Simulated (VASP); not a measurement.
Wanted: the native input for a VASP 6.6.1 run.

```yaml
Task: single point
Functional: PBEsol
Potentials_or_basis: VASP PAW PBE potentials, release 64 (Mg_sv, O)
Cutoff: 840 eV
k_mesh: 12 × 12 × 12
Occupations: gaussian, width 0.05 eV
Spin: no spin polarisation
Dipole_correction: no
Further_INCAR_settings: ALGO = Normal; EDIFF = 1e-06; NBANDS = 18
```

The structure of MgO2 lies in POSCAR:

```
MgO2
1.0
    1.4763801347      0.8523884682      3.2144605649
   -1.4763801347      0.8523884682      3.2144605649
    0.0000000000     -1.7047769364      3.2144605649
Mg O
1 2
Direct
    0.0000000000      0.0000000000      0.0000000000
    0.4287860000      0.4287860000      0.4287860000
    0.5712140000      0.5712140000      0.5712140000
```

This cell differs from its parent crystal: strain -0.080 along x and y, -0.080 along z.

These files were run (other wordings do the same):

INCAR

```
PREC = Accurate
ENCUT = 840
EDIFF = 1E-6
ISMEAR = 0
SIGMA = 0.05
LREAL = F
LASPH = T
NELM = 120
ALGO = Normal
ISIF = 2
LWAVE = F
LCHARG = T
GGA = PS
LELF = T
LVHAR = T
NBANDS = 18
GGA_COMPAT = F
```

KPOINTS

```
regular mesh
0
Gamma
  12 12 12
```

Potentials or basis: VASP PAW PBE potentials, release 64 (Mg_sv, O).

Command:

```bash
$ cat potpaw_PBE.64/Mg_sv/POTCAR potpaw_PBE.64/O/POTCAR > POTCAR
$ mpirun -np 1 vasp_std > vasp.out
```

It gave:

```
Pressure               : 47.7 GPa
Largest force          : 1.447 eV/Å
Band gap on the k mesh : 3.88 eV (least direct gap 3.94 eV)
```

Caveat: the cell differs from its parent crystal (strain -0.080 along x and y, -0.080 along z); the stress differs along the axes, from 38 to 68 GPa; the PAW data sets were made with another functional, which shifts forces and pressure a little.

It took 2.2 min on 1 thread of Intel(R) Xeon(R) Platinum 8488C (Sapphire Rapids), with other jobs on the host, peak memory 0.3 GiB.
